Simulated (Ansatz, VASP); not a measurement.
## One calculation of LuHfO, two programs

```
CELL_PARAMETERS angstrom
4.86874 0.00000 0.00000
-2.43437 4.21645 0.00000
0.00000 0.00000 2.90401
ATOMIC_POSITIONS crystal
Lu 0.00000 0.00000 0.50000
Hf 0.33333 0.66667 0.50000
O 0.66667 0.33333 0.00000
```

Change from the starting cell: species swapped into the BaAlSn type (P-6m2, No. 187).

Alike in both runs: functional PBE; k mesh 12 × 12 × 16; occupations gaussian, width 0.1 eV; no spin polarisation.

Ansatz relaxed the structure, and its values are those at the end. VASP's run is a single point on that final structure, the one shown.

|  | VASP | Ansatz |
| --- | --- | --- |
| version | VASP 6.6.1 | Ansatz 0.2.0 |
| potentials or method | VASP PAW PBE potentials, release 64 (Lu, Hf_pv, O), cutoff 520 eV | scalar-relativistic, plane waves, PAW |
| valence electrons in the cell | 41 | 57 |

Ansatz gave:

| Quantity | Value |
| --- | --- |
| gap on the k mesh at the Fermi level (eV) | none |
| pressure (GPa) | 0.0 |

Estimate VASP's values.

gap on the k mesh at the Fermi level (eV): none; pressure (GPa): -0.2.

A gap of «none» marks a metal or a gap that the smearing closes. VASP's potentials hold 41 valence electrons a cell and Ansatz's 57, so a difference there can come from the potentials and not from the codes.

Spin-orbit coupling is off throughout.
